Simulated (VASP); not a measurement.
# YN (Fm-3m) in VASP: G0W0 quasiparticle levels with PBE

Aim: the G0W0 quasiparticle levels of YN with PBE.

All numbers are computed with VASP 6.6.1; they aren't measurements. Logs are shortened: lines on timing, memory, paths and dates and some standing lists are left out, and cuts for length are marked.

**1. The cell of the first run**

The structure is cubic, space group Fm-3m (No. 225). Conventional cell: a = 4.896 Å, b = 4.896 Å, c = 4.896 Å, α = 90.00°, β = 90.00°, γ = 90.00°. Y (site symmetry m-3m) has 6 N at 2.45 Å within 3.2 Å. Within 3.2 Å of N (site symmetry m-3m) lie 6 Y at 2.45 Å.

**2. G0W0 quasiparticle levels, PBE**

Input file POSCAR:

```
YN
1.0
    0.0000000000      2.4480479768      2.4480479768
    2.4480479768      0.0000000000      2.4480479768
    2.4480479768      2.4480479768      0.0000000000
Y N
1 1
Direct
    0.0000000000      0.0000000000      0.0000000000
    0.5000000000      0.5000000000      0.5000000000
```

Input file INCAR.step1:

```
  PREC = Accurate
  ENCUT = 500
  EDIFF = 1E-8
  ISMEAR = 0
  SIGMA = 0.01
  LREAL = False
  LASPH = True
  NELM = 80
  ALGO = Normal
  LWAVE = True
  LCHARG = False
  GGA = PE
```

Input file INCAR.step2:

```
  PREC = Accurate
  ENCUT = 500
  EDIFF = 1E-8
  ISMEAR = 0
  SIGMA = 0.01
  LREAL = False
  LASPH = True
  NELM = 1
  ALGO = Exact
  LWAVE = True
  LCHARG = False
  GGA = PE
  NBANDS = 55
  LOPTICS = True
  ISTART = 1
```

Input file INCAR.step3:

```
  PREC = Accurate
  ENCUT = 500
  EDIFF = 1E-8
  ISMEAR = 0
  SIGMA = 0.01
  LREAL = False
  LASPH = True
  ALGO = EVGW0
  LWAVE = False
  LCHARG = False
  GGA = PE
  NELMGW = 1
  NBANDS = 55
  ENCUTGW = 80.0
  NOMEGA = 48
  PRECFOCK = Fast
  ISTART = 1
  NBANDSGW = 16
```

Input file KPOINTS:

```
regular mesh
0
Gamma
  4 4 4
```

Potentials or basis: VASP PAW PBE potentials, release 64 (Y_sv_GW, N_GW).

The run is started by

```console
$ cat potpaw_PBE.64/Y_sv_GW/POTCAR potpaw_PBE.64/N_GW/POTCAR > POTCAR
$ cp INCAR.step1 INCAR
$ mpirun -np 1 vasp_std > vasp.out
$ cp INCAR.step2 INCAR
$ mpirun -np 1 vasp_std > vasp.out
$ cp INCAR.step3 INCAR
$ mpirun -np 1 vasp_std > vasp.out
```

OUTCAR:

```text
PREC = Accurate
   ENCUT = 500
   EDIFF = 1E-8
   ISMEAR = 0
   LREAL = False
   LASPH = True
   GGA = PE
   NELMGW = 1
   ENCUTGW = 80.0
   PRECFOCK = Fast
   ISTART = 1

 ion  position               nearest neighbor table
   1  0.000  0.000  0.000-
   2  0.500  0.500  0.500-

  LATTYP: Found a face centered cubic cell.
 ALAT       =     4.8960959536

  Lattice vectors:

 A1 = (   0.0000000000,   2.4480479768,   2.4480479768)
 A2 = (   2.4480479768,   0.0000000000,   2.4480479768)
 A3 = (   2.4480479768,   2.4480479768,   0.0000000000)

Analysis of symmetry for initial positions (statically):
=====================================================================
 Subroutine PRICEL returns:
 Original cell was already a primitive cell.

 Routine SETGRP: Setting up the symmetry group for a
 face centered cubic supercell.

 Subroutine GETGRP returns: Found 48 space group operations
 (whereof 48 operations were pure point group operations)
 out of a pool of 48 trial point group operations.

The static configuration has the point symmetry O_h .

Analysis of symmetry for dynamics (positions and initial velocities):
=====================================================================
 Subroutine PRICEL returns:
 Original cell was already a primitive cell.

 Routine SETGRP: Setting up the symmetry group for a
 face centered cubic supercell.

 Subroutine GETGRP returns: Found 48 space group operations
 (whereof 48 operations were pure point group operations)
 out of a pool of 48 trial point group operations.

The dynamic configuration has the point symmetry O_h .

 Subroutine INISYM returns: Found 48 space group operations
 (whereof 48 operations are pure point group operations),
 and found     1 'primitive' translations

----------------------------------------------------------------------------------------

                                     Primitive cell

  volume of cell :      29.3420

  direct lattice vectors                    reciprocal lattice vectors
     0.000000000  2.448047977  2.448047977    -0.204244363  0.204244363  0.204244363
     2.448047977  0.000000000  2.448047977     0.204244363 -0.204244363  0.204244363
     2.448047977  2.448047977  0.000000000     0.204244363  0.204244363 -0.204244363

  length of vectors
     3.462062650  3.462062650  3.462062650     0.353761614  0.353761614  0.353761614

  position of ions in fractional coordinates (direct lattice)
     0.000000000  0.000000000  0.000000000
     0.500000000  0.500000000  0.500000000

  ion indices of the primitive-cell ions
   primitive index   ion index
                 1           1
                 2           2

----------------------------------------------------------------------------------------

 KPOINTS: regular mesh

Automatic generation of k-mesh.
 Grid dimensions read from file:
 generate k-points for:    4    4    4

 Generating k-lattice:

  Cartesian coordinates                     Fractional coordinates (reciprocal lattice)
    -0.051061091  0.051061091  0.051061091     0.250000000  0.000000000  0.000000000
     0.051061091 -0.051061091  0.051061091     0.000000000  0.250000000  0.000000000
     0.051061091  0.051061091 -0.051061091     0.000000000  0.000000000  0.250000000

  Length of vectors
     0.088440404  0.088440404  0.088440404

  Shift w.r.t. Gamma in fractional coordinates (k-lattice)
     0.000000000  0.000000000  0.000000000

 Subroutine IBZKPT returns following result:
 ===========================================

 Found      8 irreducible k-points:

 Following reciprocal coordinates:
            Coordinates               Weight
  0.000000  0.000000  0.000000      1.000000
  0.250000  0.000000  0.000000      8.000000
  0.500000  0.000000  0.000000      4.000000
  0.250000  0.250000  0.000000      6.000000
  0.500000  0.250000  0.000000     24.000000
 -0.250000  0.250000  0.000000     12.000000
  0.500000  0.500000  0.000000      3.000000
 -0.250000  0.500000  0.250000      6.000000
   k-points           NKPTS =      8   k-points in BZ     NKDIM =     64   number of bands    NBANDS=     55
   number of dos      NEDOS =    301   number of ions     NIONS =      2
   total plane-waves  NPLWV =  21952
   dimension x,y,z NGX =    28 NGY =   28 NGZ =   28
   dimension x,y,z NGXF=    56 NGYF=   56 NGZF=   56
   ions per type =               1   1
   NGX,Y,Z   is equivalent  to a cutoff of  13.45, 13.45, 13.45 a.u.
   NGXF,Y,Z  is equivalent  to a cutoff of  26.89, 26.89, 26.89 a.u.
 SYSTEM =  unknown system
   PREC   = accura    normal or accurate (medium, high low for compatibility)
   ISTART =      1    job   : 0-new  1-cont  2-samecut
   ICHARG =      0    charge: 1-file 2-atom 10-const
   ISPIN  =      1    spin polarized calculation?
   LNONCOLLINEAR =      F non collinear calculations
   LSORBIT =      F    spin-orbit coupling
   LASPH  =      T    aspherical Exc in radial PAW
   ENCUT  =  500.0 eV  36.75 Ry    6.06 a.u.   6.31  6.31  6.31*2*pi/ulx,y,z
   NELM   =     60;   NELMIN=  2; NELMDL=  0     # of ELM steps
   EDIFF  = 0.1E-07   stopping-criterion for ELM
   LREAL  =      F    real-space projection
   EDIFFG = 0.1E-06   stopping-criterion for IOM
   NSW    =      0    number of steps for IOM
   IBRION =     -1    ionic relax: 0-MD 1-quasi-New 2-CG
   NFREE  =      0    steps in history (QN), initial steepest desc. (CG)
   ISIF   =      0    stress and relaxation
   ISYM   =      3    0-nonsym 1-usesym 2-fastsym
   POTIM  = 0.5000    time-step for ionic-motion
   TEBEG  =    0.0;   TEEND  =   0.0 temperature during run
   PSTRESS=    0.0 pullay stress
   NELECT =      16.0000    total number of electrons
   NUPDOWN=      -1.0000    fix difference up-down
   EMIN   =  10.00;   EMAX   =-10.00  energy-range for DOS
   EFERMI =   0.00;   METHOD = LEGACY
   ISMEAR =     0;   SIGMA  =   0.01  broadening in eV -4-tet -1-fermi 0-gaus
   EFERMI_NEDOS =   21; number of points for ismear=-14 and -15
   IALGO  =     38    algorithm
   IMIX   =      4    mixing-type and parameters
     AMIX     =   0.40;   BMIX     =  1.00
     AMIX_MAG =   1.60;   BMIX_MAG =  1.00
  volume/ion in A,a.u.               =      14.67        99.00
  Fermi-wavevector in a.u.,A,eV,Ry     =   1.337473  2.527457 24.338551  1.788833
  Thomas-Fermi vector in A             =   2.466019
   LORBIT       =      0    0 simple, 1 ext, 2 COOP (PROOUT), +10 PAW based schemes
   GGA     = PE    functional components
   LHFCALC =     T    Hartree Fock is set to
   PRECFOCK=fast      Normal, Fast or Accurate (Low or Medium for compatibility)
   ENCUT4O =  -1.0   cutoff for four orbital integrals eV
   NKREDX  =     1    reduce k-point grid by
   NKREDY  =     1    reduce k-point grid by
   NKREDZ  =     1    reduce k-point grid by
   AEXX    =    1.0000 exact exchange contribution
   HFSCREEN=    0.0000 screening length (either q_TF or 0.3 A-1)
   HFSCREENC=   0.0000 screening length for correlation (either q_TF or 0.3 A-1)
   ENCUTFOCK=  -1.0 apply spherical cutoff to Coloumb kernel
   IVDW    =     0    specifies the selected vdW correction
   LEPSILON=     F    determine dielectric tensor
   LRPA    =     F    only Hartree local field effects (RPA)
   LRPAFORCE           =     F    calculate RPA forces
   ENCUTGW             =  80.0    cutoff for response function in eV
   ENCUTGWSOFT         =  64.0    soft cutoff for Coulomb kernel in GW response function in eV
   ENCUTLF             =  -1.0    cutoff for local field effects
   NELMGW              =     1    number of iterations in solving QP/BSE equation
   NELMHF              =     1    number of iterations in the inner HF iteration
   NKREDLFX            =     1    NKREDLFY  =   1   NKREDLFZ  =   1
 non-spin polarized calculation
 Gauss-broadening in eV      SIGMA  =   0.01
  energy-cutoff  :      500.00
  volume of cell :       29.34
 maximum number of plane-waves:       754
 NGX is ok and might be reduce to    28
  NGX = 14; NGY = 14; NGZ = 14
   NGX = 13   NGY = 13   NGZ = 13
 maximum number of plane-waves:        59
 NGX is ok and might be reduce to    10

 QP shifts <psi_nk| G(iteration)W_0 |psi_nk>: iteration 1
 for sc-GW calculations column KS-energies equals QP-energies in previous step
 and V_xc(KS)=  KS-energies - (<T + V_ion + V_H > + <T+V_H+V_ion>^1  + <V_x>^1)

 k-point   1 :       0.0000    0.0000    0.0000
  band No.  KS-energies  QP-energies   sigma(KS)   V_xc(KS)     V^pw_x(r,r')   Z            occupation Imag(sigma)

      1     -33.2682     -34.2476     -20.8405     -19.2589     -31.8905       0.6193       2.0000       1.3282
      2     -12.9325     -14.0746     -19.7957     -18.2144     -25.4619       0.7222       2.0000       0.5479
      3     -12.9325     -14.0746     -19.7957     -18.2144     -25.4619       0.7222       2.0000       0.5479
      4     -12.9325     -14.0746     -19.7957     -18.2144     -25.4619       0.7222       2.0000       0.5479
      5      -5.2529      -5.8572     -16.7983     -15.8720     -25.0662       0.6524       2.0000       1.1981
      6       7.6291       7.7114     -16.3680     -16.4798     -19.6921       0.7361       2.0000       0.2374
[... 8 lines left out ...]
     15      18.3844      18.4686      -8.0424      -8.1466      -2.3745       0.8079       0.0000      -0.6971
     16      30.8215      32.7804     -11.6672     -14.0607      -5.5287       0.8184       0.0000      -1.4577

 k-point   2 :       0.2500    0.0000    0.0000
  band No.  KS-energies  QP-energies   sigma(KS)   V_xc(KS)     V^pw_x(r,r')   Z            occupation Imag(sigma)

      1     -33.2108     -34.1938     -20.8897     -19.3110     -31.9162       0.6227       2.0000       1.3294
      2     -13.5232     -14.6283     -19.2117     -17.6688     -25.3068       0.7162       2.0000       0.7235
      3     -12.9746     -14.1171     -19.7599     -18.1767     -25.4240       0.7217       2.0000       0.5398
      4     -12.9746     -14.1171     -19.7599     -18.1767     -25.4240       0.7217       2.0000       0.5398
      5      -4.3863      -5.0075     -17.5714     -16.6539     -25.3846       0.6770       2.0000       1.0757
      6       5.1876       4.9674     -14.3464     -14.0452     -17.7394       0.7307       2.0000       0.3267
[... 8 lines left out ...]
     15      21.2305      21.8374      -9.8158     -10.5773      -3.8007       0.7969       0.0000      -0.8941
     16      25.7139      26.5130      -9.8800     -10.8561      -3.8145       0.8187       0.0000      -1.0203

 k-point   3 :       0.5000    0.0000    0.0000
  band No.  KS-energies  QP-energies   sigma(KS)   V_xc(KS)     V^pw_x(r,r')   Z            occupation Imag(sigma)

      1     -33.1517     -34.1379     -20.9391     -19.3624     -31.9422       0.6255       2.0000       1.3300
      2     -14.0351     -15.1152     -18.7825     -17.2670     -25.1912       0.7127       2.0000       0.8549
      3     -13.0157     -14.1579     -19.7248     -18.1404     -25.3867       0.7210       2.0000       0.5316
      4     -13.0157     -14.1579     -19.7248     -18.1404     -25.3867       0.7210       2.0000       0.5316
      5      -3.5248      -4.1203     -18.3033     -17.4543     -25.7972       0.7014       2.0000       0.9713
      6       3.5420       3.1660     -13.5097     -12.9936     -17.4437       0.7284       2.0000       0.4938
[... 8 lines left out ...]
     15      21.2153      21.7405      -9.6514     -10.3058      -4.1899       0.8026       0.0000      -0.5967
     16      21.2153      21.7405      -9.6514     -10.3058      -4.1899       0.8026       0.0000      -0.5967

 k-point   4 :       0.2500    0.2500    0.0000
  band No.  KS-energies  QP-energies   sigma(KS)   V_xc(KS)     V^pw_x(r,r')   Z            occupation Imag(sigma)

      1     -33.1913     -34.1776     -20.9059     -19.3247     -31.9241       0.6238       2.0000       1.3329
      2     -13.4454     -14.5686     -19.2878     -17.7213     -25.2896       0.7170       2.0000       0.6821
      3     -13.0940     -14.2387     -19.6645     -18.0742     -25.3865       0.7198       2.0000       0.5736
      4     -13.0940     -14.2387     -19.6645     -18.0742     -25.3865       0.7198       2.0000       0.5736
      5      -4.5352      -5.1392     -17.4814     -16.5803     -25.4147       0.6704       2.0000       1.0917
      6       4.9951       4.7855     -14.7593     -14.4695     -18.5592       0.7234       2.0000       0.3649
[... 8 lines left out ...]
     15      22.5528      23.1180      -9.3518     -10.0487      -3.2729       0.8111       0.0000      -1.0017
     16      24.9963      25.9381     -10.9355     -12.1095      -4.8531       0.8023       0.0000      -0.9554
[... 24 lines left out ...]
      1     -33.1525     -34.1386     -20.9388     -19.3614     -31.9421       0.6251       2.0000       1.3335
      2     -13.7260     -14.8269     -19.0418     -17.5047     -25.2508       0.7162       2.0000       0.7673
      3     -13.3083     -14.4569     -19.4780     -17.8733     -25.2813       0.7157       2.0000       0.6178
      4     -13.0177     -14.1612     -19.7241     -18.1373     -25.3933       0.7206       2.0000       0.5355
      5      -3.9743      -4.5712     -17.9548     -17.0833     -25.6487       0.6849       2.0000       1.0232
      6       4.3706       4.0828     -14.1507     -13.7539     -17.9727       0.7250       2.0000       0.4117
[... 8 lines left out ...]
     15      20.9147      21.8205     -11.5426     -12.7130      -5.6142       0.7739       0.0000      -0.7030
     16      21.8890      22.8761     -11.4385     -12.6890      -5.3310       0.7894       0.0000      -0.9676

 k-point   7 :       0.5000    0.5000    0.0000
  band No.  KS-energies  QP-energies   sigma(KS)   V_xc(KS)     V^pw_x(r,r')   Z            occupation Imag(sigma)

      1     -33.1143     -34.1087     -20.9706     -19.3925     -31.9591       0.6301       2.0000       1.3438
      2     -13.7661     -14.9344     -19.0970     -17.4609     -25.1054       0.7141       2.0000       0.7235
      3     -13.2528     -14.3973     -19.5394     -17.9413     -25.3260       0.7162       2.0000       0.6009
      4     -13.2528     -14.3973     -19.5394     -17.9413     -25.3260       0.7162       2.0000       0.6009
      5      -4.8345      -5.3946     -17.2014     -16.3497     -25.4314       0.6576       2.0000       1.1550
      6       6.1004       5.8818     -15.4592     -15.1593     -19.1490       0.7291       2.0000       0.2877
[... 8 lines left out ...]
     15      18.9693      19.8225     -11.1489     -12.2248      -5.7080       0.7930       0.0000      -0.4620
     16      23.9483      24.7861     -11.0448     -12.1141      -4.5243       0.7835       0.0000      -1.0706

 k-point   8 :      -0.2500    0.5000    0.2500
  band No.  KS-energies  QP-energies   sigma(KS)   V_xc(KS)     V^pw_x(r,r')   Z            occupation Imag(sigma)

      1     -33.1138     -34.1086     -20.9710     -19.3936     -31.9593       0.6307       2.0000       1.3408
      2     -13.5155     -14.6728     -19.3059     -17.6878     -25.2000       0.7152       2.0000       0.6630
      3     -13.5155     -14.6728     -19.3059     -17.6878     -25.2000       0.7152       2.0000       0.6630
      4     -13.3349     -14.4492     -19.4082     -17.8523     -25.3521       0.7162       2.0000       0.6488
      5      -4.3512      -4.9264     -17.6422     -16.7845     -25.5821       0.6707       2.0000       1.0782
      6       5.4720       5.3396     -15.1340     -14.9504     -18.8209       0.7214       2.0000       0.3333
[... 8 lines left out ...]
     15      20.9223      21.8722     -11.6671     -12.8910      -5.4734       0.7762       0.0000      -0.8983
     16      20.9223      21.8722     -11.6671     -12.8910      -5.4734       0.7762       0.0000      -0.8983
```

Wall time 3.1 min (1 thread of Intel Xeon 8259CL, shared host); peak memory 0.24 GiB.

Results:

| Quantity | Value |
| --- | --- |
| Band gap on the k mesh, mean-field level | 0.13 eV, indirect (least direct gap 0.53 eV) |
| Quasiparticle gap | 0.41 eV |
| Least direct quasiparticle gap | 0.89 eV |

Caveat: the k points lie up to 0.56 Å⁻¹ apart; bands, screening cutoff and mesh are small and nothing is extrapolated, so the quasiparticle values aren't converged.
